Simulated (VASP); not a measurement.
Here is a VASP 6.6.1 calculation.

INCAR

```
ALGO = Normal
EDIFF = 1E-7
ENCUT = 520
GGA = PS
ISIF = 2
ISMEAR = -1
LASPH = T
LCHARG = F
LREAL = F
LWAVE = F
NBANDS = 12
NELM = 100
PREC = Accurate
SIGMA = 0.05
```

Contents of KPOINTS:

```
k-points
0
Gamma
  9 9 9
```

The input POSCAR:

```
La
1.0
   -1.9502653458      1.9502653458      1.9502653458
    1.9502653458     -1.9502653458      1.9502653458
    1.9502653458      1.9502653458     -1.9502653458
La
1
Direct
    0.0000000000      0.0000000000      0.0000000000
```

Potentials or basis: VASP PAW PBE potentials, release 64 (La).

Run with:

```console
$ cat potpaw_PBE.64/La/POTCAR > POTCAR
$ mpirun -np 1 vasp_std > vasp.out
```

Task: What does it give for the band gap on the k mesh?

Result: Zero (an odd number of electrons rules out a gap without spin polarisation).

Task: Estimate the pressure.

Result: 5.1 GPa.

Caveat: the cell stands under pressure; the PAW data sets were made with another functional, which shifts forces and pressure a little; spin-orbit coupling is left out, which moves the levels of the heavy elements.
